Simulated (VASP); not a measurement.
# GdN (Fm-3m) in VASP: notebook

Runs on GdN. Level: PBE+U. Tasks: single point.

All numbers are computed with VASP 6.6.1; they aren't measurements. Logs are shortened: lines on timing, memory, paths and dates and some standing lists are left out, and cuts for length are marked.

**1. The cell of the first run**

The structure is cubic, space group Fm-3m (No. 225). The conventional cell has a = 4.999 Å, b = 4.999 Å, c = 4.999 Å, α = 90.00°, β = 90.00°, γ = 90.00°. Gd (site symmetry m-3m) has 6 N at 2.50 Å within 3.3 Å. Within 3.3 Å of N (site symmetry m-3m) lie 6 Gd at 2.50 Å.

**2. Single point, PBE+U, collinear spin, ferromagnetic start**

Input file INCAR:

```
SYSTEM = GdN
PREC = Accurate
ENCUT = 520
EDIFF = 1E-6
ISMEAR = 0
SIGMA = 0.05
LREAL = .False.
LASPH = .True.
NELM = 150
ALGO = Normal
ISIF = 2
LWAVE = .False.
LCHARG = .False.
ISPIN = 2
MAGMOM = 7 0
LORBIT = 11
LMAXMIX = 6
LDAU = .True.
LDAUTYPE = 2
LDAUL = 3 -1
LDAUU = 2 0
LDAUJ = 0 0
LDAUPRINT = 1
GGA = PE
NBANDS = 22
```

Input file KPOINTS:

```
regular mesh
0
Gamma
  7 7 7
  0 0 0
```

Input file POSCAR:

```
GdN
1.0
    0.0000000000      2.4994985700      2.4994985700
    2.4994985700      0.0000000000      2.4994985700
    2.4994985700      2.4994985700      0.0000000000
Gd N
1 1
Direct
    0.5000000000      0.5000000000      0.5000000000
    0.0000000000      0.0000000000      0.0000000000
```

Potentials or basis: VASP PAW PBE potentials, release 64 (Gd, N).

Launch:

```bash
$ cat potpaw_PBE.64/Gd/POTCAR potpaw_PBE.64/N/POTCAR > POTCAR
$ mpirun -np 1 vasp_std > vasp.out
```

OUTCAR:

```text
SYSTEM = GdN
   PREC = Accurate
   ENCUT = 520
   EDIFF = 1E-6
   ISMEAR = 0
   LREAL = .False.
   LASPH = .True.
   NELM = 150
   ISIF = 2
   ISPIN = 2
   LORBIT = 11
   GGA = PE

 ion  position               nearest neighbor table
   1  0.500  0.500  0.500-   2 2.50   2 2.50   2 2.50   2 2.50   2 2.50   2 2.50
   2  0.000  0.000  0.000-   1 2.50   1 2.50   1 2.50   1 2.50   1 2.50   1 2.50

  LATTYP: Found a face centered cubic cell.
 ALAT       =     4.9989971400

  Lattice vectors:

 A1 = (   0.0000000000,   2.4994985700,   2.4994985700)
 A2 = (   2.4994985700,   0.0000000000,   2.4994985700)
 A3 = (   2.4994985700,   2.4994985700,   0.0000000000)

Analysis of symmetry for initial positions (statically):
=====================================================================
 Subroutine PRICEL returns:
 Original cell was already a primitive cell.

 Routine SETGRP: Setting up the symmetry group for a
 face centered cubic supercell.

 Subroutine GETGRP returns: Found 48 space group operations
 (whereof 48 operations were pure point group operations)
 out of a pool of 48 trial point group operations.

The static configuration has the point symmetry O_h .

Analysis of symmetry for dynamics (positions and initial velocities):
=====================================================================
 Subroutine PRICEL returns:
 Original cell was already a primitive cell.

 Routine SETGRP: Setting up the symmetry group for a
 face centered cubic supercell.

 Subroutine GETGRP returns: Found 48 space group operations
 (whereof 48 operations were pure point group operations)
 out of a pool of 48 trial point group operations.

The dynamic configuration has the point symmetry O_h .

Analysis of structural, dynamic, and magnetic symmetry:
=====================================================================
 Subroutine PRICEL returns:
 Original cell was already a primitive cell.

 Routine SETGRP: Setting up the symmetry group for a
 face centered cubic supercell.

 Subroutine GETGRP returns: Found 48 space group operations
 (whereof 48 operations were pure point group operations)
 out of a pool of 48 trial point group operations.

The overall configuration has the point symmetry O_h .

 Subroutine INISYM returns: Found 48 space group operations
 (whereof 48 operations are pure point group operations),
 and found     1 'primitive' translations

----------------------------------------------------------------------------------------

                                     Primitive cell

  volume of cell :      31.2312

  direct lattice vectors                    reciprocal lattice vectors
     0.000000000  2.499498570  2.499498570    -0.200040122  0.200040122  0.200040122
     2.499498570  0.000000000  2.499498570     0.200040122 -0.200040122  0.200040122
     2.499498570  2.499498570  0.000000000     0.200040122  0.200040122 -0.200040122

  length of vectors
[... 122 lines left out ...]
 onsite density matrix

spin component  1

  0.9894 -0.0000  0.0007  0.0000 -0.0000 -0.0000  0.0000
 -0.0000  0.9871 -0.0000  0.0000  0.0000  0.0000  0.0000
  0.0007 -0.0000  0.9890  0.0000 -0.0000  0.0000  0.0000
  0.0000  0.0000  0.0000  0.9899  0.0000  0.0000 -0.0000
 -0.0000  0.0000 -0.0000  0.0000  0.9890  0.0000 -0.0007
 -0.0000  0.0000  0.0000  0.0000  0.0000  0.9885  0.0000
  0.0000  0.0000  0.0000 -0.0000 -0.0007  0.0000  0.9894

spin component  2

  0.0129  0.0000  0.0055  0.0000 -0.0000 -0.0000  0.0000
  0.0000  0.0007  0.0000 -0.0000 -0.0000  0.0000 -0.0000
  0.0055  0.0000  0.0100 -0.0000 -0.0000 -0.0000  0.0000
  0.0000 -0.0000 -0.0000  0.0171 -0.0000 -0.0000  0.0000
 -0.0000 -0.0000 -0.0000 -0.0000  0.0100 -0.0000 -0.0055
 -0.0000  0.0000 -0.0000 -0.0000 -0.0000  0.0057  0.0000
  0.0000 -0.0000  0.0000  0.0000 -0.0055  0.0000  0.0129

 occupancies and eigenvectors

  o =  0.0007  v =  0.0000  0.0000  0.0000  0.0000  0.0000  0.0000  0.0000 -0.0000  1.0000  0.0000 -0.0000  0.0000 -0.0000  0.0000      0.0000  0.0000  0.0000  0.0000  0.0000  0.0000  0.0000  0.0000  0.0000  0.0000  0.0000  0.0000  0.0000  0.0000
  o =  0.0057  v =  0.0000  0.0000  0.0000  0.0000  0.0000  0.0000  0.0000  0.0004 -0.0000 -0.0006 -0.0000 -0.0004 -1.0000 -0.0003      0.0000  0.0000  0.0000  0.0000  0.0000  0.0000  0.0000  0.0000  0.0000  0.0000  0.0000  0.0000  0.0000  0.0000
  o =  0.0057  v =  0.0000  0.0000  0.0000  0.0000  0.0000  0.0000  0.0000 -0.6124 -0.0000  0.7906  0.0000 -0.0013 -0.0007 -0.0010      0.0000  0.0000  0.0000  0.0000  0.0000  0.0000  0.0000  0.0000  0.0000  0.0000  0.0000  0.0000  0.0000  0.0000
  o =  0.0057  v =  0.0000  0.0000  0.0000  0.0000  0.0000  0.0000  0.0000 -0.0010 -0.0000  0.0013  0.0000  0.7906 -0.0004  0.6124      0.0000  0.0000  0.0000  0.0000  0.0000  0.0000  0.0000  0.0000  0.0000  0.0000  0.0000  0.0000  0.0000  0.0000
  o =  0.0171  v =  0.0000  0.0000  0.0000  0.0000  0.0000  0.0000  0.0000  0.7906  0.0000  0.6124  0.0019  0.0015 -0.0000 -0.0019      0.0000  0.0000  0.0000  0.0000  0.0000  0.0000  0.0000  0.0000  0.0000  0.0000  0.0000  0.0000  0.0000  0.0000
  o =  0.0171  v =  0.0000  0.0000  0.0000  0.0000  0.0000  0.0000  0.0000  0.0017 -0.0000  0.0013  0.1302 -0.6072 -0.0000  0.7838      0.0000  0.0000  0.0000  0.0000  0.0000  0.0000  0.0000  0.0000  0.0000  0.0000  0.0000  0.0000  0.0000  0.0000
  o =  0.0171  v =  0.0000  0.0000  0.0000  0.0000  0.0000  0.0000  0.0000 -0.0017  0.0000 -0.0013  0.9915  0.0797 -0.0000 -0.1029      0.0000  0.0000  0.0000  0.0000  0.0000  0.0000  0.0000  0.0000  0.0000  0.0000  0.0000  0.0000  0.0000  0.0000
  o =  0.9871  v =  0.0000 -1.0000 -0.0000 -0.0000  0.0000 -0.0000 -0.0000  0.0000  0.0000  0.0000  0.0000  0.0000  0.0000  0.0000      0.0000  0.0000  0.0000  0.0000  0.0000  0.0000  0.0000  0.0000  0.0000  0.0000  0.0000  0.0000  0.0000  0.0000
  o =  0.9885  v = -0.0000  0.0000  0.0000  0.0000  0.0196 -0.9997  0.0152  0.0000  0.0000  0.0000  0.0000  0.0000  0.0000  0.0000      0.0000  0.0000  0.0000  0.0000  0.0000  0.0000  0.0000  0.0000  0.0000  0.0000  0.0000  0.0000  0.0000  0.0000
  o =  0.9885  v =  0.0039  0.0000 -0.0051  0.0000  0.7903  0.0248  0.6122  0.0000  0.0000  0.0000  0.0000  0.0000  0.0000  0.0000      0.0000  0.0000  0.0000  0.0000  0.0000  0.0000  0.0000  0.0000  0.0000  0.0000  0.0000  0.0000  0.0000  0.0000
  o =  0.9885  v = -0.6124 -0.0000  0.7906  0.0000  0.0051  0.0002  0.0039  0.0000  0.0000  0.0000  0.0000  0.0000  0.0000  0.0000      0.0000  0.0000  0.0000  0.0000  0.0000  0.0000  0.0000  0.0000  0.0000  0.0000  0.0000  0.0000  0.0000  0.0000
  o =  0.9899  v =  0.0008  0.0000  0.0006 -0.9351  0.2170 -0.0000 -0.2802  0.0000  0.0000  0.0000  0.0000  0.0000  0.0000  0.0000      0.0000  0.0000  0.0000  0.0000  0.0000  0.0000  0.0000  0.0000  0.0000  0.0000  0.0000  0.0000  0.0000  0.0000
  o =  0.9899  v = -0.0025 -0.0000 -0.0019 -0.3544 -0.5726 -0.0000  0.7393  0.0000  0.0000  0.0000  0.0000  0.0000  0.0000  0.0000      0.0000  0.0000  0.0000  0.0000  0.0000  0.0000  0.0000  0.0000  0.0000  0.0000  0.0000  0.0000  0.0000  0.0000
  o =  0.9899  v =  0.7906 -0.0000  0.6124 -0.0002 -0.0020 -0.0000  0.0026  0.0000  0.0000  0.0000  0.0000  0.0000  0.0000  0.0000      0.0000  0.0000  0.0000  0.0000  0.0000  0.0000  0.0000  0.0000  0.0000  0.0000  0.0000  0.0000  0.0000  0.0000

 number of electron      23.0000005 magnetization       6.9997771

 Free energy of the ion-electron system (eV)
  ---------------------------------------------------
  ext. energy  EPLUGINS =         0.00000000
  ---------------------------------------------------
  free energy    TOTEN  =       -23.04995063 eV

  energy without entropy =      -23.04953827  energy(sigma->0) =      -23.04974445

 E-fermi :   3.6658     XC(G=0): -11.5379

 val. band max:        3.6411196180   @ k =   0.1429   0.1429   0.0000
 cond. band min:       4.0417602292   @ k =   0.0000   0.0000   0.0000
 fundamental gap:      0.4006406113
 Fermi energy:         3.6658080230

 spin component 1

 k-point     1 :       0.0000    0.0000    0.0000
  band No.  band energies     occupation
      1     -39.9624      1.00000
      2     -16.9574      1.00000
      3     -16.9574      1.00000
      4     -16.9574      1.00000
      5      -9.1201      1.00000
      6      -0.7004      1.00000
[... 489 lines left out ...]
     21      15.1700      0.00000
     22      16.5753      0.00000
 Fermi energy:         3.6658080230

 spin component 2

 k-point     1 :       0.0000    0.0000    0.0000
  band No.  band energies     occupation
      1     -36.8513      1.00000
      2     -14.6999      1.00000
      3     -14.6999      1.00000
      4     -14.6999      1.00000
      5      -9.1480      1.00000
      6       3.1628      1.00000
[... 489 lines left out ...]
     21      15.9892      0.00000
     22      17.6543      0.00000

------------------------ aborting loop because EDIFF is reached ----------------------------------------

  FORCE on cell =-STRESS in cart. coord.  units (eV):
  Direction    XX          YY          ZZ          XY          YZ          ZX
  --------------------------------------------------------------------------------------
  -------------------------------------------------------------------------------------
  Total       -0.1224796     -0.1224796     -0.1224796      0.0000000      0.0000000     -0.0000000
  in kB       -6.2832704     -6.2832704     -6.2832704      0.0000000      0.0000000     -0.0000000
  external PRESSURE =      -6.2832704 kB  Pullay stress =       0.0000000 kB

 VOLUME and BASIS-vectors are now :
 -----------------------------------------------------------------------------
  energy-cutoff  :      520.00
  volume of cell :       31.23
      direct lattice vectors                 reciprocal lattice vectors
     0.000000000  2.499498570  2.499498570    -0.200040122  0.200040122  0.200040122
     2.499498570  0.000000000  2.499498570     0.200040122 -0.200040122  0.200040122
     2.499498570  2.499498570  0.000000000     0.200040122  0.200040122 -0.200040122

 POSITION                                       TOTAL-FORCE (eV/Angst)
 -----------------------------------------------------------------------------------
      2.49950      2.49950      2.49950        -0.000000      0.000000      0.000000
      0.00000      0.00000      0.00000         0.000000     -0.000000     -0.000000
 -----------------------------------------------------------------------------------
    total drift:                                0.000000      0.000000      0.000000

  FREE ENERGIE OF THE ION-ELECTRON SYSTEM (eV)
  ---------------------------------------------------
  free  energy   TOTEN  =       -23.0499506336 eV

  energy  without entropy=      -23.0495382736  energy(sigma->0) =      -23.04974445

 total charge

# of ion       s       p       d       f       tot
--------------------------------------------------
    1        2.034   5.664   0.533   6.984  15.214
    2        1.249   2.382   0.000   0.000   3.631
--------------------------------------------------
tot          3.283   8.046   0.533   6.984  18.845

 magnetization (x)

# of ion       s       p       d       f       tot
--------------------------------------------------
    1       -0.006  -0.083   0.079   6.848   6.839
    2       -0.008  -0.095   0.000   0.000  -0.103
--------------------------------------------------
tot         -0.014  -0.178   0.079   6.848   6.736
```

Run time: 2.3 min. Hardware: 1 thread of AMD EPYC 7R13, shared host; peak memory 0.16 GiB.

Results:

- Free energy: -23.0500 eV
- Pressure: -0.6 GPa
- Band gap on the k mesh: zero (filled and empty bands overlap)
- Net moment: 7.00 μB per cell
- Site moments: Gd +6.84; N -0.10 μB
- Valence electrons inside the program's atomic spheres: Gd 15.21; N 3.63

Eigenvalues of the final occupation matrices:
| site | spin | trace | eigenvalues |
| --- | --- | --- | --- |
| site 1 f | 1 | 6.92 | 0.99 0.99 0.99 0.99 0.99 0.99 0.99 |
| site 1 f | 2 | 0.07 | 0.00 0.01 0.01 0.01 0.02 0.02 0.02 |

Caveat: spin-orbit coupling is left out, which moves the levels of the heavy elements; a cell with one magnetic atom can't hold antiferromagnetic order, which such compounds often take.

**3. Single point, PBE+U, collinear spin, ferromagnetic start**

Input file INCAR:

```
ALGO = Normal ; EDIFF = 1E-6
ENCUT = 520 ; GGA = PE
ISIF = 2 ; ISMEAR = 0
ISPIN = 2 ; LASPH = T
LCHARG = F ; LDAU = T
LDAUJ = 0 0 ; LDAUL = 3 -1
LDAUPRINT = 1 ; LDAUTYPE = 2
LDAUU = 2 0 ; LMAXMIX = 6
LORBIT = 11 ; LREAL = F
LWAVE = F ; MAGMOM = 7 0
NBANDS = 22 ; NELM = 150
PREC = Accurate ; SIGMA = 0.05
```

Input file KPOINTS:

```
k-points
0
Gamma
  7 7 7
```

POSCAR is that of step 2.

Potentials or basis: VASP PAW PBE potentials, release 64 (Gd, N).

Launch:

```bash
$ cat potpaw_PBE.64/Gd/POTCAR potpaw_PBE.64/N/POTCAR > POTCAR
$ mpirun -np 1 vasp_std > vasp.out
```

It took 2.4 min on 1 thread of AMD EPYC 7R13, shared host; peak memory 0.16 GiB.

The run converged. Its results:

```
Free energy                                           : -23.0500 eV
Pressure                                              : -0.6 GPa
Band gap on the k mesh                                : zero (filled and empty bands overlap)
Net moment                                            : 7.00 μB per cell
Site moments                                          : Gd +6.84; N -0.10 μB
Valence electrons inside the program's atomic spheres : Gd 15.21; N 3.63
```

Levels at points of the mesh, in eV from the Fermi level:
Spin up:
| k point | band 12 | band 13 | band 14 | band 15 | band 16 | band 17 | band 18 | band 19 |
| --- | --- | --- | --- | --- | --- | --- | --- | --- |
| (0.00, 0.00, 0.00) | -4.06 | 0.38 | 0.38 | 0.38 | 2.69 | 2.69 | 2.69 | 3.36 |
Spin down:
```
           k point  band 4  band 5  band 6  band 7  band 8  band 9  band 10  band 11  band 12  band 13
(0.00, 0.00, 0.00)  -18.37  -12.81   -0.50   -0.50   -0.50    2.77     3.35     3.35     3.35     3.52
```

Eigenvalues of the final occupation matrices:
| site | spin | trace | eigenvalues |
| --- | --- | --- | --- |
| site 1 f | 1 | 6.92 | 0.99 0.99 0.99 0.99 0.99 0.99 0.99 |
| site 1 f | 2 | 0.07 | 0.00 0.01 0.01 0.01 0.02 0.02 0.02 |

Caveat: spin-orbit coupling is left out, which moves the levels of the heavy elements; a cell with one magnetic atom can't hold antiferromagnetic order, which such compounds often take. The state reached can hang on the start; a lower one may exist.

**4. Single point, PBE+U, collinear spin, ferrimagnetic start**

Input file INCAR:

```
SYSTEM = GdN
ALGO = Normal ; EDIFF = 1E-6
ENCUT = 520 ; GGA = PE
ISIF = 2 ; ISMEAR = 0
ISPIN = 2 ; LASPH = .True.
LCHARG = .True. ; LDAU = .True.
LDAUJ = 0 0 ; LDAUL = 3 -1
LDAUPRINT = 1 ; LDAUTYPE = 2
LDAUU = 2 0 ; LELF = .True.
LMAXMIX = 6 ; LORBIT = 11
LREAL = .False. ; LVHAR = .True.
LWAVE = .False. ; MAGMOM = 7.59 -0.13
NBANDS = 22 ; NELM = 150
PREC = Accurate ; SIGMA = 0.05
```

Input file KPOINTS:

```
k-points
0
Gamma
  7 7 7
  0 0 0
```

POSCAR is that of step 3.

Launch:

```bash
$ cat potpaw_PBE.64/Gd/POTCAR potpaw_PBE.64/N/POTCAR > POTCAR
$ mpirun -np 1 vasp_std > vasp.out
```

Wall time 2.2 min (1 thread of AMD EPYC 7R13, shared host); peak memory 0.16 GiB.

Results (log left out):

```yaml
Free_energy: -23.0500 eV
Pressure: -0.7 GPa
Band_gap_on_the_k_mesh: zero (filled and empty bands overlap)
Net_moment: 7.00 μB per cell
Site_moments: Gd +6.84; N -0.10 μB
Valence_electrons_inside_the_program's_atomic_spheres: Gd 15.21; N 3.63
```

Levels at points of the mesh, in eV from the Fermi level:
Spin up:
| k point | band 11 | band 12 | band 13 | band 14 | band 15 | band 16 | band 17 | band 18 | band 19 | band 20 |
| --- | --- | --- | --- | --- | --- | --- | --- | --- | --- | --- |
| (0.00, 0.00, 0.00) | -4.06 | -4.06 | 0.38 | 0.38 | 0.38 | 2.69 | 2.69 | 2.69 | 3.36 | 4.79 |
Spin down:
```csv
k point,band 5,band 6,band 7,band 8,band 9,band 10,band 11,band 12
"(0.00, 0.00, 0.00)",-12.81,-0.50,-0.50,-0.50,2.77,3.35,3.35,3.35
```

Eigenvalues of the final occupation matrices:
| site | spin | trace | eigenvalues |
| --- | --- | --- | --- |
| site 1 f | 1 | 6.92 | 0.99 0.99 0.99 0.99 0.99 0.99 0.99 |
| site 1 f | 2 | 0.07 | 0.00 0.01 0.01 0.01 0.02 0.02 0.02 |

Caveat: spin-orbit coupling is left out, which moves the levels of the heavy elements; a cell with one magnetic atom can't hold antiferromagnetic order, which such compounds often take. The state reached can hang on the start; a lower one may exist.

**5. Single point, PBE+U, collinear spin, ferrimagnetic start**

Input file INCAR:

```
PREC = Accurate
ENCUT = 520
EDIFF = 1E-6
ISMEAR = 0
SIGMA = 0.05
LREAL = F
LASPH = T
NELM = 150
ALGO = Normal
ISIF = 2
LWAVE = F
LCHARG = F
ISPIN = 2
MAGMOM = 7.59 -0.13
LORBIT = 11
LMAXMIX = 6
LDAU = T
LDAUTYPE = 2
LDAUL = 3 -1
LDAUU = 2 0
LDAUJ = 0 0
LDAUPRINT = 1
GGA = PE
NBANDS = 22
```

Input file KPOINTS:

```
Automatic mesh
0
Gamma
  7 7 7
```

POSCAR is that of step 4.

Launch:

```bash
$ cat potpaw_PBE.64/Gd/POTCAR potpaw_PBE.64/N/POTCAR > POTCAR
$ mpirun -np 1 vasp_std > vasp.out
```

It took 2.1 min on 1 thread of AMD EPYC 7R13, shared host; peak memory 0.16 GiB.

It converged, with:

- Free energy: -23.0500 eV
- Pressure: -0.7 GPa
- Band gap on the k mesh: zero (filled and empty bands overlap)
- Net moment: 7.00 μB per cell
- Site moments: Gd +6.84; N -0.10 μB
- Valence electrons inside the program's atomic spheres: Gd 15.21; N 3.63

Levels at points of the mesh, in eV from the Fermi level:
Spin up:
| k point | band 12 | band 13 | band 14 | band 15 | band 16 | band 17 | band 18 | band 19 |
| --- | --- | --- | --- | --- | --- | --- | --- | --- |
| (0.00, 0.00, 0.00) | -4.06 | 0.38 | 0.38 | 0.38 | 2.69 | 2.69 | 2.69 | 3.36 |
Spin down:
| k point | band 5 | band 6 | band 7 | band 8 | band 9 | band 10 | band 11 | band 12 |
| --- | --- | --- | --- | --- | --- | --- | --- | --- |
| (0.00, 0.00, 0.00) | -12.81 | -0.50 | -0.50 | -0.50 | 2.77 | 3.35 | 3.35 | 3.35 |

Eigenvalues of the final occupation matrices:
```
    site  spin  trace                         eigenvalues
site 1 f     1   6.92  0.99 0.99 0.99 0.99 0.99 0.99 0.99
site 1 f     2   0.07  0.00 0.01 0.01 0.01 0.02 0.02 0.02
```

Caveat: spin-orbit coupling is left out, which moves the levels of the heavy elements; a cell with one magnetic atom can't hold antiferromagnetic order, which such compounds often take.
